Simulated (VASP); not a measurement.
RbCl:

```
CELL_PARAMETERS angstrom
0.00000 3.30581 3.30581
3.30581 0.00000 3.30581
3.30581 3.30581 0.00000
ATOMIC_POSITIONS crystal
Rb 0.00000 0.00000 0.00000
Cl 0.50000 0.50000 0.50000
```

Base run:

* Program: VASP 6.6.1
* Functional: PBE
* Potentials or basis: VASP PAW PBE potentials, release 64 (Rb_sv, Cl)
* Cutoff: 500 eV
* k mesh: 4 × 4 × 4
* Occupations: gaussian, width 0.01 eV
* Spin: no spin polarisation

Its results: band gap on the k mesh 4.95 eV; pressure 0.6 GPa.

**Question.** The run is repeated on the same cell with these changes: functional from PBE to r2SCAN; cutoff from 500 eV to 550 eV. What comes out?

**Answer.** Band gap on the k mesh 5.56 eV; pressure 0.0 GPa.

Caveats: the PAW data sets were made with another functional, which shifts forces and pressure a little (at least some runs).

